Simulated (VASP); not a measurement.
# Al3Ga2As5 (Imm2) in VASP: notebook

Al3Ga2As5 is run at these levels: PBE; tasks: single point.

Everything below comes from runs of VASP 6.6.1. Logs are shortened: lines on timing, memory, paths and dates and some standing lists are left out, and cuts for length are marked.

## (1) The cell of the first run

Symmetry: Imm2, No. 44, orthorhombic system. The conventional cell has a = 3.860 Å, b = 19.299 Å, c = 5.459 Å, α = 90.00°, β = 90.00°, γ = 90.00°. Al (site symmetry mm2) has 4 As at 2.36 Å within 3.1 Å. Within 3.1 Å of Al (site symmetry m) lie 4 As at 2.36 Å. Ga (site symmetry m) has 4 As at 2.36 Å within 3.1 Å. As (site symmetry m) has 2 Al at 2.36 Å and 2 Ga at 2.36 Å within 3.1 Å. Within 3.1 Å of As (site symmetry mm2) lie 2 Ga at 2.36 Å and 2 Al at 2.36 Å. Within 3.1 Å of As (site symmetry m) lie 1 Ga at 2.36 Å and 3 Al at 2.36 Å.

## (2) Single point, PBE

INCAR

```
SYSTEM = Al3Ga2As5
PREC = Accurate ; ENCUT = 520
EDIFF = 1E-7 ; ISMEAR = 0
SIGMA = 0.1 ; LREAL = .False.
LASPH = .True. ; NELM = 100
ALGO = Normal ; ISIF = 2
LWAVE = .False. ; LCHARG = .False.
GGA = PE ; NBANDS = 41
```

KPOINTS

```
Automatic mesh
0
Gamma
  6 6 6
  0 0 0
```

POSCAR

```
Al3Ga2As5
1.0
   -1.9299083400      9.6495416900      2.7293025500
    1.9299083400     -9.6495416900      2.7293025500
    1.9299083400      9.6495416900     -2.7293025500
Al Ga As
3 2 5
Direct
    0.0000000000      0.0000000000      0.0000000000
    0.8000000000      0.0000000000      0.8000000000
    0.2000000000      0.0000000000      0.2000000000
    0.6000000000      0.0000000000      0.6000000000
    0.4000000000      0.0000000000      0.4000000000
    0.3500000000      0.2500000000      0.1000000000
    0.7500000000      0.2500000000      0.5000000000
    0.1500000000      0.2500000000      0.9000000000
    0.5500000000      0.2500000000      0.3000000000
    0.9500000000      0.2500000000      0.7000000000
```

Potentials or basis: VASP PAW PBE potentials, release 64 (Al, Ga_d, As).

Command:

```sh
cat potpaw_PBE.64/Al/POTCAR potpaw_PBE.64/Ga_d/POTCAR potpaw_PBE.64/As/POTCAR > POTCAR
mpirun -np 1 vasp_std > vasp.out
```

OUTCAR:

```text
SYSTEM = Al3Ga2As5
   PREC = Accurate
   ENCUT = 520
   EDIFF = 1E-7
   ISMEAR = 0
   LREAL = .False.
   LASPH = .True.
   NELM = 100
   ISIF = 2
   GGA = PE

 ion  position               nearest neighbor table
   1  0.000  0.000  0.000-   6 2.36   8 2.36   7 2.36   7 2.36
   2  0.800  0.000  0.800-  10 2.36   8 2.36   9 2.36   9 2.36
   3  0.200  0.000  0.200-   9 2.36   6 2.36  10 2.36  10 2.36
   4  0.600  0.000  0.600-   7 2.36  10 2.36   6 2.36   6 2.36
   5  0.400  0.000  0.400-   7 2.36   9 2.36   8 2.36   8 2.36
   6  0.350  0.250  0.100-   1 2.36   3 2.36   4 2.36   4 2.36
   7  0.750  0.250  0.500-   4 2.36   5 2.36   1 2.36   1 2.36
   8  0.150  0.250  0.900-   1 2.36   2 2.36   5 2.36   5 2.36
   9  0.550  0.250  0.300-   3 2.36   5 2.36   2 2.36   2 2.36
  10  0.950  0.250  0.700-   2 2.36   4 2.36   3 2.36   3 2.36

  LATTYP: Found a body centered orthorhombic cell.
 ALAT       =     3.8598166800
 B/A-ratio  =     1.4142135631
 C/A-ratio  =     4.9999999948

  Lattice vectors:

 A1 = (   1.9299083400,  -9.6495416900,  -2.7293025500)
 A2 = (  -1.9299083400,  -9.6495416900,   2.7293025500)
 A3 = (  -1.9299083400,   9.6495416900,  -2.7293025500)

Analysis of symmetry for initial positions (statically):
=====================================================================
 Subroutine PRICEL returns:
 Original cell was already a primitive cell.

 Routine SETGRP: Setting up the symmetry group for a
 body centered orthorhombic supercell.

 Subroutine GETGRP returns: Found  4 space group operations
 (whereof  4 operations were pure point group operations)
 out of a pool of  8 trial point group operations.

The static configuration has the point symmetry C_2v.

Analysis of symmetry for dynamics (positions and initial velocities):
=====================================================================
 Subroutine PRICEL returns:
 Original cell was already a primitive cell.

 Routine SETGRP: Setting up the symmetry group for a
 body centered orthorhombic supercell.

 Subroutine GETGRP returns: Found  4 space group operations
 (whereof  4 operations were pure point group operations)
 out of a pool of  8 trial point group operations.

The dynamic configuration has the point symmetry C_2v.

 Subroutine INISYM returns: Found  4 space group operations
 (whereof  4 operations are pure point group operations),
 and found     1 'primitive' translations

----------------------------------------------------------------------------------------

                                     Primitive cell

  volume of cell :     203.3083

  direct lattice vectors                    reciprocal lattice vectors
    -1.929908340  9.649541690  2.729302550     0.000000000  0.051815932  0.183196986
     1.929908340 -9.649541690  2.729302550     0.259079662  0.000000000  0.183196986
     1.929908340  9.649541690 -2.729302550     0.259079662  0.051815932  0.000000000

  length of vectors
    10.212115033 10.212115033 10.212115033     0.190383892  0.317306487  0.264210450

  position of ions in fractional coordinates (direct lattice)
     0.000000000  0.000000000  0.000000000
     0.800000000  0.000000000  0.800000000
     0.200000000  0.000000000  0.200000000
     0.600000000  0.000000000  0.600000000
     0.400000000  0.000000000  0.400000000
     0.350000000  0.250000000  0.100000000
     0.750000000  0.250000000  0.500000000
     0.150000000  0.250000000  0.900000000
     0.550000000  0.250000000  0.300000000
     0.950000000  0.250000000  0.700000000

  ion indices of the primitive-cell ions
   primitive index   ion index
                 1           1
                 2           2
                 3           3
                 4           4
                 5           5
                 6           6
                 7           7
                 8           8
                 9           9
                10          10

----------------------------------------------------------------------------------------

 KPOINTS: Automatic mesh

Automatic generation of k-mesh.
 Grid dimensions read from file:
 generate k-points for:    6    6    6

 Generating k-lattice:

  Cartesian coordinates                     Fractional coordinates (reciprocal lattice)
     0.000000000  0.008635989  0.030532831     0.166666667  0.000000000 -0.000000000
     0.043179944  0.000000000  0.030532831     0.000000000  0.166666667  0.000000000
     0.043179944  0.008635989  0.000000000    -0.000000000  0.000000000  0.166666667

  Length of vectors
     0.031730649  0.052884414  0.044035075

  Shift w.r.t. Gamma in fractional coordinates (k-lattice)
     0.000000000  0.000000000  0.000000000

 Subroutine IBZKPT returns following result:
 ===========================================

 Found     46 irreducible k-points:

 Following reciprocal coordinates:
            Coordinates               Weight
  0.000000  0.000000  0.000000      1.000000
  0.166667  0.000000 -0.000000      4.000000
  0.333333  0.000000  0.000000      4.000000
  0.500000  0.000000  0.000000      2.000000
  0.000000  0.166667  0.000000      4.000000
  0.166667  0.166667  0.000000      8.000000
[... 16 lines left out ...]
 -0.166667  0.166667  0.166667      2.000000
  0.166667  0.333333  0.166667      4.000000
 [... further k-points ...]
   k-points           NKPTS =     46   k-points in BZ     NKDIM =     46   number of bands    NBANDS=     41
   number of dos      NEDOS =    301   number of ions     NIONS =     10
   total plane-waves  NPLWV = 512000
   dimension x,y,z NGX =    80 NGY =   80 NGZ =   80
   dimension x,y,z NGXF=   160 NGYF=  160 NGZF=  160
   ions per type =               3   2   5
   NGX,Y,Z   is equivalent  to a cutoff of  13.02, 13.02, 13.02 a.u.
   NGXF,Y,Z  is equivalent  to a cutoff of  26.05, 26.05, 26.05 a.u.
 SYSTEM =  Al3Ga2As5
   PREC   = accura    normal or accurate (medium, high low for compatibility)
   ISTART =      0    job   : 0-new  1-cont  2-samecut
   ICHARG =      2    charge: 1-file 2-atom 10-const
   ISPIN  =      1    spin polarized calculation?
   LNONCOLLINEAR =      F non collinear calculations
   LSORBIT =      F    spin-orbit coupling
   LASPH  =      T    aspherical Exc in radial PAW
   ENCUT  =  520.0 eV  38.22 Ry    6.18 a.u.  18.99 18.99 18.99*2*pi/ulx,y,z
   NELM   =    100;   NELMIN=  2; NELMDL= -5     # of ELM steps
   EDIFF  = 0.1E-06   stopping-criterion for ELM
   LREAL  =      F    real-space projection
   EDIFFG = 0.1E-05   stopping-criterion for IOM
   NSW    =      0    number of steps for IOM
   IBRION =     -1    ionic relax: 0-MD 1-quasi-New 2-CG
   NFREE  =      0    steps in history (QN), initial steepest desc. (CG)
   ISIF   =      2    stress and relaxation
   ISYM   =      2    0-nonsym 1-usesym 2-fastsym
   POTIM  = 0.5000    time-step for ionic-motion
   TEBEG  =    0.0;   TEEND  =   0.0 temperature during run
   PSTRESS=    0.0 pullay stress
   NELECT =      60.0000    total number of electrons
   NUPDOWN=      -1.0000    fix difference up-down
   EMIN   =  10.00;   EMAX   =-10.00  energy-range for DOS
   EFERMI =   0.00;   METHOD = LEGACY
   ISMEAR =     0;   SIGMA  =   0.10  broadening in eV -4-tet -1-fermi 0-gaus
   EFERMI_NEDOS =   21; number of points for ismear=-14 and -15
   IALGO  =     38    algorithm
   IMIX   =      4    mixing-type and parameters
     AMIX     =   0.40;   BMIX     =  1.00
     AMIX_MAG =   1.60;   BMIX_MAG =  1.00
  volume/ion in A,a.u.               =      20.33       137.20
  Fermi-wavevector in a.u.,A,eV,Ry     =   1.089951  2.059708 16.163623  1.187993
  Thomas-Fermi vector in A             =   2.226165
   LORBIT       =      0    0 simple, 1 ext, 2 COOP (PROOUT), +10 PAW based schemes
   GGA     = PE    functional components
   LHFCALC =     F    Hartree Fock is set to
   AEXX    =    0.0000 exact exchange contribution
   IVDW    =     0    specifies the selected vdW correction
   LEPSILON=     F    determine dielectric tensor
   LRPA    =     F    only Hartree local field effects (RPA)
 non-spin polarized calculation
 Gauss-broadening in eV      SIGMA  =   0.10
  energy-cutoff  :      520.00
  volume of cell :      203.31
 maximum number of plane-waves:      5502
 NGX is ok and might be reduce to    80
   NGX = 37   NGY = 37   NGZ = 37

 number of electron      60.0000008 magnetization

 Free energy of the ion-electron system (eV)
  ---------------------------------------------------
  ext. energy  EPLUGINS =         0.00000000
  ---------------------------------------------------
  free energy    TOTEN  =       -43.44078513 eV

  energy without entropy =      -43.44078513  energy(sigma->0) =      -43.44078513

 E-fermi :   5.3412     XC(G=0):  -9.7130

 val. band max:        4.9155642467   @ k =   0.0000   0.0000   0.0000
 cond. band min:       6.1341991654   @ k =   0.5000   0.5000   0.0000
 fundamental gap:      1.2186349187
 Fermi energy:         5.3412365184

 k-point     1 :       0.0000    0.0000    0.0000
  band No.  band energies     occupation
      1      -9.9107      2.00000
      2      -9.8790      2.00000
      3      -9.8738      2.00000
      4      -9.8275      2.00000
      5      -9.8068      2.00000
      6      -9.8054      2.00000
[... 33 lines left out ...]
     40       9.1358      0.00000
     41      10.2161      0.00000

 k-point     2 :       0.1667    0.0000   -0.0000
  band No.  band energies     occupation
      1      -9.9131      2.00000
      2      -9.8802      2.00000
      3      -9.8745      2.00000
      4      -9.8279      2.00000
      5      -9.8070      2.00000
      6      -9.8055      2.00000
[... 957 lines left out ...]
     40      10.2403      0.00000
     41      10.2723      0.00000

 k-point    24 :       0.1667    0.3333    0.1667
  band No.  band energies     occupation
      1      -9.9030      2.00000
      2      -9.8953      2.00000
      3      -9.8789      2.00000
      4      -9.8363      2.00000
      5      -9.8313      2.00000
      6      -9.7856      2.00000
[... 33 lines left out ...]
     40       9.7207      0.00000
     41      10.2534      0.00000

 [... further k-points ...]

------------------------ aborting loop because EDIFF is reached ----------------------------------------

  FORCE on cell =-STRESS in cart. coord.  units (eV):
  Direction    XX          YY          ZZ          XY          YZ          ZX
  --------------------------------------------------------------------------------------
  -------------------------------------------------------------------------------------
  Total       17.4215766     17.2985876     17.1999299      0.0000000      0.0000000      0.0000000
  in kB      137.2912927    136.3220739    135.5445988      0.0000000      0.0000000      0.0000000
  external PRESSURE =     136.3859884 kB  Pullay stress =       0.0000000 kB

 VOLUME and BASIS-vectors are now :
 -----------------------------------------------------------------------------
  energy-cutoff  :      520.00
  volume of cell :      203.31
      direct lattice vectors                 reciprocal lattice vectors
    -1.929908340  9.649541690  2.729302550     0.000000000  0.051815932  0.183196986
     1.929908340 -9.649541690  2.729302550     0.259079662  0.000000000  0.183196986
     1.929908340  9.649541690 -2.729302550     0.259079662  0.051815932  0.000000000

 POSITION                                       TOTAL-FORCE (eV/Angst)
 -----------------------------------------------------------------------------------
      0.00000      0.00000      0.00000         0.000000     -0.000000     -0.007892
      0.00000     15.43927      0.00000         0.000000      0.007012     -0.009343
      0.00000      3.85982      0.00000         0.000000     -0.007012     -0.009343
      0.00000     11.57945      0.00000         0.000000     -0.017671     -0.000702
      0.00000      7.71963      0.00000         0.000000      0.017671     -0.000702
     -0.00000      1.92991      1.36465        -0.000000      0.009448     -0.090450
     -0.00000      9.64954      1.36465         0.000000      0.000000      0.099568
      1.92991      7.71963     -1.36465        -0.000000     -0.009448     -0.090450
      0.00000      5.78973      1.36465         0.000000     -0.035977      0.054657
      0.00000     13.50936      1.36465         0.000000      0.035977      0.054657
 -----------------------------------------------------------------------------------
    total drift:                               -0.000001      0.000001     -0.000012

  FREE ENERGIE OF THE ION-ELECTRON SYSTEM (eV)
  ---------------------------------------------------
  free  energy   TOTEN  =       -43.4407851340 eV

  energy  without entropy=      -43.4407851340  energy(sigma->0) =      -43.44078513
```

Wall time 15 min (1 thread of Intel Xeon 6975P-C (Granite Rapids), shared host); peak memory 1.1 GiB.

What came out:

```yaml
Free_energy: -43.4408 eV
Pressure: 13.6 GPa
Largest_force: 0.100 eV/Å
Band_gap_on_the_k_mesh: 1.22 eV (least direct gap 1.32 eV)
```

Forces in eV/Å, atoms in the order of the input:
```
Al   0.000  0.000 -0.008
Al   0.000  0.007 -0.009
Al   0.000 -0.007 -0.009
Ga   0.000 -0.018 -0.001
Ga   0.000  0.018 -0.001
As   0.000  0.009 -0.090
As   0.000  0.000  0.100
As   0.000 -0.009 -0.090
As   0.000 -0.036  0.055
As   0.000  0.036  0.055
```

Caveat: the cell stands under pressure. A k mesh can miss the band edges.

## (3) Single point, PBE

This run uses another cell than the first one, of 23.57 Å³/atom.

INCAR

```
ALGO     = Normal         # electronic algorithm
EDIFF    = 1E-6           # SCF threshold, eV
ENCUT    = 520            # plane-wave cutoff, eV
GGA      = PE             # functional
ISIF     = 2              # what is computed and relaxed
ISMEAR   = 0              # smearing method
LASPH    = True           # aspherical terms in the spheres
LCHARG   = False          # write CHGCAR
LREAL    = False          # projectors in reciprocal space
LWAVE    = False          # write WAVECAR
NBANDS   = 41             # bands
NELM     = 80             # most SCF steps
PREC     = Accurate       # precision mode
SIGMA    = 0.1            # smearing width, eV
```

KPOINTS

```
k-points
0
Gamma
  6 6 6
```

POSCAR

```
Al3Ga2As5
1.0
   -2.0297767986     10.1399448797      2.8628970630
    2.0297767986    -10.1399448797      2.8628970630
    2.0297767986     10.1399448797     -2.8628970630
Al Ga As
3 2 5
Direct
    0.0000600402      0.0000600402      0.0000000000
    0.7995113010     -0.0003728848      0.7998841858
    0.1997429294     -0.0003728848      0.2001158142
    0.6000043531      0.0000200345      0.5999843186
    0.4000357159      0.0000200345      0.4000156814
    0.3485818094      0.2484948642      0.1000869452
    0.7517050649      0.2517050649      0.5000000000
    0.1484079191      0.2484948642      0.8999130548
    0.5507206318      0.2509754336      0.2997451982
    0.9512302354      0.2509754336      0.7002548018
```

Potentials or basis: VASP PAW PBE potentials, release 64 (Al, Ga_d, As).

Command:

```sh
cat potpaw_PBE.64/Al/POTCAR potpaw_PBE.64/Ga_d/POTCAR potpaw_PBE.64/As/POTCAR > POTCAR
mpirun -np 1 vasp_std > vasp.out
```

Run time: 13 min. Hardware: 1 thread of Intel Xeon 6975P-C (Granite Rapids), shared host; peak memory 1.2 GiB.

The run converged. Its results:

```yaml
Free_energy: -44.6739 eV
Pressure: 0.2 GPa
Largest_force: 0.004 eV/Å
Band_gap_on_the_k_mesh: 1.09 eV
```

Forces in eV/Å, atoms in the order of the input:
```
Al   0.000  0.000  0.003
Al   0.000  0.001  0.004
Al   0.000 -0.001  0.004
Ga   0.000  0.000 -0.003
Ga   0.000  0.000 -0.003
As   0.000 -0.001 -0.002
As   0.000  0.000  0.000
As   0.000  0.001 -0.002
As   0.000 -0.003 -0.001
As   0.000  0.003 -0.001
```

Levels at points of the mesh, in eV from the valence-band top:
```tsv
k point	band 28	band 29	band 30	band 31	band 32	band 33
(0.00, 0.00, 0.00)	-0.01	0.00	0.00	1.09	1.95	2.09
(0.50, 0.00, 0.00)	-1.10	-0.89	-0.89	1.37	2.19	2.44
(0.00, 0.50, 0.00)	-1.36	-0.91	-0.89	1.47	2.98	3.04
(0.50, 0.50, 0.00)	-2.22	-1.35	-1.30	1.52	1.84	2.34
(0.50, 0.50, 0.50)	-0.74	-0.17	-0.08	1.52	1.82	2.43
```
